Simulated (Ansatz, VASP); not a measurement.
**Bi: VASP beside Ansatz**

```xyz
2
Lattice="4.4882 0.0000 0.0000 -2.2441 3.8869 0.0000 0.0000 0.0000 11.6965" Properties=species:S:1:pos:R:3 pbc="T T T"
Bi    0.0000    2.5912    2.9241
Bi    2.2441    1.2956    8.7724
```

Alike in both runs: task single point; functional PBE; k mesh 12 × 12 × 4; occupations gaussian, width 0.1 eV; no spin polarisation.

|  | VASP | Ansatz |
| --- | --- | --- |
| version | VASP 6.6.1 | Ansatz 0.2.0 |
| potentials or method | VASP PAW PBE potentials, release 64 (Bi_d), cutoff 520 eV | scalar-relativistic, plane waves, PAW |
| valence electrons in the cell | 30 | 30 |

```tsv
	VASP	Ansatz	Ansatz less VASP
gap on the k mesh at the Fermi level (eV)	none	none	-
pressure (GPa)	-3.4	-3.4	+0.02
traceless stress, the component that is largest in VASP (GPa)	3.07	3.07	0.000
```

A gap of «none» marks a metal or a gap that the smearing closes.

Spin-orbit coupling is off throughout.
